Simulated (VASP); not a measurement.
Input of a VASP 6.6.1 run:

Contents of INCAR:

```
PREC = Accurate
ENCUT = 520
EDIFF = 1E-6
ISMEAR = -1
SIGMA = 0.05
LREAL = False
LASPH = True
NELM = 150
ALGO = Normal
ISIF = 2
LWAVE = False
LCHARG = False
ISPIN = 2
MAGMOM = 3 3
LORBIT = 11
NUPDOWN = 6.0
LMAXMIX = 4
GGA = PE
NBANDS = 23
```

KPOINTS

```
regular mesh
0
Gamma
  9 9 5
```

POSCAR

```
Cr
1.0
    2.7140000000      0.0000000000      0.0000000000
   -1.3570000000      2.3503929459      0.0000000000
    0.0000000000      0.0000000000      4.4100000000
Cr
2
Direct
    0.6666666667      0.3333333333      0.7500000000
    0.3333333333      0.6666666667      0.2500000000
```

Potentials or basis: VASP PAW PBE potentials, release 64 (Cr_pv).

Launch:

```bash
$ cat potpaw_PBE.64/Cr_pv/POTCAR > POTCAR
$ mpirun -np 1 vasp_std > vasp.out
```

Q: What does it give for the pressure?

A: 7.0 GPa.

Stress tensor (GPa, compression positive):
```
8.09 0.00 0.00
0.00 8.09 0.00
0.00 0.00 4.77
```

Caveat: the total moment is fixed, so each spin has its own Fermi level.
